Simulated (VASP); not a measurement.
A run of VASP 6.6.1 is set up as follows.

INCAR

```
SYSTEM = Sc
PREC = Accurate
ENCUT = 520
EDIFF = 1E-6
ISMEAR = -1
SIGMA = 0.1
LREAL = .FALSE.
LASPH = .TRUE.
NELM = 80
ALGO = Normal
ISIF = 2
LWAVE = .FALSE.
LCHARG = .FALSE.
GGA = PE
NBANDS = 18
```

File KPOINTS:

```
regular mesh
0
G
  17 17 9
  0 0 0
```

The input POSCAR:

```
Sc
1.0
    2.6412834317      0.0000000000      0.0000000000
   -1.3206417158      2.2874185504      0.0000000000
    0.0000000000      0.0000000000      4.2701084993
Sc
2
Direct
    0.3333333333      0.6666666667      0.2500000000
    0.6666666667      0.3333333333      0.7500000000
```

Potentials or basis: VASP PAW PBE potentials, release 64 (Sc_sv).

The run is started by

```console
$ cat potpaw_PBE.64/Sc_sv/POTCAR > POTCAR
$ mpirun -np 1 vasp_std > vasp.out
```

(1) What does it give for the band gap on the k mesh?

(2) Estimate the pressure.

Answers

(1) zero (band 11 reaches 10.66 eV, above the bottom of band 12 at 7.98 eV).

(2) 90.0 GPa.
